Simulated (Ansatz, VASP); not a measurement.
**One calculation of BN, two programs**

```xyz
4
Lattice="2.5092 0.0000 0.0000 -1.2546 2.1730 0.0000 0.0000 0.0000 7.2745" Properties=species:S:1:pos:R:3 pbc="T T T"
B     0.0000    1.4487    1.9664
B     1.2546    0.7243    5.3081
N     0.0000    1.4487    5.4111
N     1.2546    0.7243    1.8634
```

Alike in both runs: task single point; functional PBE; k mesh 12 × 12 × 4; occupations gaussian, width 0.02 eV; no spin polarisation.

|  | VASP | Ansatz |
| --- | --- | --- |
| version | VASP 6.6.1 | Ansatz 0.2.0 |
| potentials or method | VASP PAW PBE potentials, release 64 (B, N), cutoff 520 eV | scalar-relativistic, plane waves, PAW |
| valence electrons in the cell | 16 | 16 |

```tsv
	VASP	Ansatz	Ansatz less VASP
gap on the k mesh at the Fermi level (eV)	4.30	4.31	+0.007
least direct gap on the mesh (eV)	4.59	4.59	+0.003
pressure (GPa)	0.6	0.5	-0.07
traceless stress, the component that is largest in VASP (GPa)	-0.94	-0.74	+0.208
rms of the force components (eV/Å)	0.847	0.844	-0.0029
```

Atom by atom the forces differ by 0.003 eV/Å (rms over components).
